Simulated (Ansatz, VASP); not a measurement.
## Two plane-wave programs on BaF2

The input INCAR:

```
PREC     = Accurate       # precision mode
ENCUT    = 600            # plane-wave cutoff, eV
EDIFF    = 1E-6           # SCF threshold, eV
ISMEAR   = 0              # smearing method
SIGMA    = 0.05           # smearing width, eV
LREAL    = F              # projectors in reciprocal space
LASPH    = T              # aspherical terms in the spheres
NELM     = 120            # most SCF steps
ALGO     = Normal         # electronic algorithm
ISIF     = 2              # what is computed and relaxed
LWAVE    = F              # write WAVECAR
LCHARG   = F              # write CHGCAR
GGA      = PE             # functional
NBANDS   = 19             # bands
GGA_COMPAT= F
```

File KPOINTS:

```
Automatic mesh
0
Gamma
  6 6 6
```

Contents of POSCAR:

```
BaF2
1.0
    0.0000000000      3.3480540000      3.3480540000
    3.3480540000      0.0000000000      3.3480540000
    3.3480540000      3.3480540000      0.0000000000
Ba F
1 2
Direct
    0.0000000000      0.0000000000      0.0000000000
    0.2500000000      0.2500000000      0.2500000000
    0.7500000000      0.7500000000      0.7500000000
```

Input for Ansatz:

```yaml
crystal:
  lattice:
    - [0.0, 3.348054, 3.348054]
    - [3.348054, 0.0, 3.348054]
    - [3.348054, 3.348054, 0.0]
  atoms:
    - { symbol: Ba, position: [0.0, 0.0, 0.0] }
    - { symbol: F, position: [0.25, 0.25, 0.25] }
    - { symbol: F, position: [0.75, 0.75, 0.75] }
basis:
  ecutwfc: 420
kpoints:
  mp_grid: { grid: [6, 6, 6] }
hamiltonian:
  xc: pbe
scf:
  occupations: { method: gaussian, width: 0.05 }
output:
  forces: true
  stress: true
  eigenvalues: true
```

Change from the starting cell: strain +0.080 along x and y, +0.080 along z, atoms carried along.

Alike in both runs: task single point; functional PBE; k mesh 6 × 6 × 6; occupations gaussian, width 0.05 eV; no spin polarisation.

|  | VASP | Ansatz |
| --- | --- | --- |
| version | VASP 6.6.1 | Ansatz 0.2.0 |
| potentials or method | VASP PAW PBE potentials, release 64 (Ba_sv, F), cutoff 600 eV | scalar-relativistic, plane waves, PAW |
| valence electrons in the cell | 24 | 24 |

VASP gave:

| Item | Value |
| --- | --- |
| gap on the k mesh at the Fermi level (eV) | 5.77 |
| least direct gap on the mesh (eV) | 5.78 |
| pressure (GPa) | -6.6 |

Problem. What did Ansatz give for the same quantities?

Solution. gap on the k mesh at the Fermi level (eV): 5.81; least direct gap on the mesh (eV): 5.83; pressure (GPa): -6.9.

Spin-orbit coupling is off throughout.
